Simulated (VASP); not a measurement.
Write the native input for VASP 6.6.1 that does the following.

- Task: single point
- Functional: PBE
- Potentials or basis: VASP PAW PBE potentials, release 64 (W_sv, C)
- Cutoff: 520 eV
- k mesh: 8 × 8 × 1
- Occupations: gaussian, width 0.1 eV
- Spin: no spin polarisation
- Dipole correction: yes
- Further INCAR settings: ALGO = Normal; EDIFF = 1e-06; NBANDS = 38

The structure of W4C lies in POSCAR:

```
W4C
1.0
    3.1836991688      0.0000000000      0.0000000000
    0.0000000000      3.1836991688      0.0000000000
    0.0000000000      0.0000000000     20.1425775749
W C
4 1
Direct
    0.5000000000      0.5000000000      0.1985843165
    0.0000000000      0.0000000000      0.2776134069
    0.5000000000      0.5000000000      0.3599451800
    0.0000000000      0.0000000000      0.4290700901
    0.0000000000      0.2500000000      0.5125432088
```

One way to write it, as run:

INCAR

```
PREC     = Accurate       # precision mode
ENCUT    = 520            # plane-wave cutoff, eV
EDIFF    = 1E-6           # SCF threshold, eV
ISMEAR   = 0              # smearing method
SIGMA    = 0.1            # smearing width, eV
LREAL    = F              # projectors in reciprocal space
LASPH    = T              # aspherical terms in the spheres
NELM     = 100            # most SCF steps
ALGO     = Normal         # electronic algorithm
ISIF     = 2              # what is computed and relaxed
LWAVE    = F              # write WAVECAR
LCHARG   = T              # write CHGCAR
LDIPOL   = T            
IDIPOL   = 3            
DIPOL    = 0.5 0.5 0.356
GGA      = PE             # functional
LELF     = T              # ELF
LVHAR    = T            
LVACPOTAV= T            
NBANDS   = 38             # bands
```

KPOINTS

```
regular mesh
0
Gamma
  8 8 1
```

Potentials or basis: VASP PAW PBE potentials, release 64 (W_sv, C).

Launch:

```console
$ cat potpaw_PBE.64/W_sv/POTCAR potpaw_PBE.64/C/POTCAR > POTCAR
$ mpirun -np 1 vasp_std > vasp.out
```

It gave:

The largest force is 2.359 eV/Å. The band gap on the k mesh is zero (bands 30 and 31 overlap by 0.49 eV).

Caveat: spin-orbit coupling is left out, which moves the levels of the heavy elements.

Wall time 8.4 min on 1 thread of Intel Xeon 8259CL, on a shared host, peak memory 0.37 GiB.
